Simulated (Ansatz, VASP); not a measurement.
InAgTe2: VASP beside Ansatz

```
CELL_PARAMETERS angstrom
-3.28777 3.28777 6.50023
3.28777 -3.28777 6.50023
3.28777 3.28777 -6.50023
ATOMIC_POSITIONS crystal
In 0.50000 0.50000 0.00000
In 0.25000 0.75000 0.50000
Ag 0.00000 0.00000 0.00000
Ag 0.75000 0.25000 0.50000
Te 0.37500 0.36948 0.49448
Te 0.63052 0.12500 0.00552
Te 0.87500 0.88052 0.50552
Te 0.11948 0.62500 0.99448
```

Alike in both runs: functional PBE; k mesh 4 × 4 × 4; occupations gaussian, width 0.1 eV; no spin polarisation.

Ansatz relaxed the structure, and its values are those at the end. VASP's run is a single point on that final structure, the one shown.

|  | VASP | Ansatz |
| --- | --- | --- |
| version | VASP 6.6.1 | Ansatz 0.2.0 |
| potentials or method | VASP PAW PBE potentials, release 64 (In_d, Ag, Te), cutoff 500 eV | scalar-relativistic, plane waves, PAW |
| valence electrons in the cell | 72 | 128 |

|  | VASP | Ansatz | Ansatz less VASP |
| --- | --- | --- | --- |
| gap on the k mesh at the Fermi level (eV) | 0.05 | 0.05 | +0.001 |
| least direct gap on the mesh (eV) | 0.05 | 0.05 | +0.001 |
| pressure (GPa) | -0.1 | -0.1 | +0.03 |

VASP's potentials hold 72 valence electrons a cell and Ansatz's 128, so a difference there can come from the potentials and not from the codes.

Neither program's run includes spin-orbit coupling.
